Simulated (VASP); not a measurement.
Wanted: the native input for a VASP 6.6.1 run.

```yaml
Task: single point
Functional: r2SCAN
Potentials_or_basis: VASP PAW PBE potentials, release 64 (Pb_d)
Cutoff: 520 eV
k_mesh: 11 × 11 × 6
Occupations: methfessel-paxton, width 0.1 eV
Spin: no spin polarisation
Dipole_correction: no
Further_INCAR_settings: ALGO = Normal; EDIFF = 1e-06; NBANDS = 21
```

Crystal: Pb.

```xyz
2
Lattice="3.5670 0.0000 0.0000 -1.7835 3.0891 0.0000 0.0000 0.0000 5.5900" Properties=species:S:1:pos:R:3 pbc="T T T"
Pb    0.0000    2.0594    1.3975
Pb    1.7835    1.0297    4.1925
```

This isn't the form of Pb at room conditions, which is fcc.

One way to write it, as run:

POSCAR

```
Pb
1.0
    3.5670000000      0.0000000000      0.0000000000
   -1.7835000000      3.0891122000      0.0000000000
    0.0000000000      0.0000000000      5.5900000000
Pb
2
Direct
    0.3333333333      0.6666666667      0.2500000000
    0.6666666667      0.3333333333      0.7500000000
```

INCAR.step1

```
SYSTEM = Pb
  PREC = Accurate
  ENCUT = 520
  ISMEAR = 1
  SIGMA = 0.1
  LREAL = .False.
  LASPH = .True.
  NELM = 60
  NBANDS = 21
  GGA = PE
  ALGO = Normal
  EDIFF = 1E-4
  LWAVE = .True.
  LCHARG = .False.
```

INCAR.step2

```
SYSTEM = Pb
  PREC = Accurate
  ENCUT = 520
  EDIFF = 1E-6
  ISMEAR = 1
  SIGMA = 0.1
  LREAL = .False.
  LASPH = .True.
  NELM = 60
  ALGO = Normal
  ISIF = 2
  LWAVE = .False.
  LCHARG = .False.
  METAGGA = R2SCAN
  LMIXTAU = .True.
  NBANDS = 21
  ISTART = 1
```

KPOINTS

```
regular mesh
0
Gamma
  11 11 6
  0 0 0
```

Potentials or basis: VASP PAW PBE potentials, release 64 (Pb_d).

The run is started by

```bash
$ cat potpaw_PBE.64/Pb_d/POTCAR > POTCAR
$ cp INCAR.step1 INCAR
$ mpirun -np 1 vasp_std > vasp.out
$ cp INCAR.step2 INCAR
$ mpirun -np 1 vasp_std > vasp.out
```

It gave:

```yaml
Pressure: 0.3 GPa
Band_gap_on_the_k_mesh: zero (bands 14 and 15 overlap by 7.07 eV)
```

Caveat: the PAW data sets were made with another functional, which shifts forces and pressure a little; spin-orbit coupling is left out, which moves the levels of the heavy elements.

Wall time 8.2 min on 1 thread of Intel Xeon 8259CL, on a shared host, peak memory 0.23 GiB.
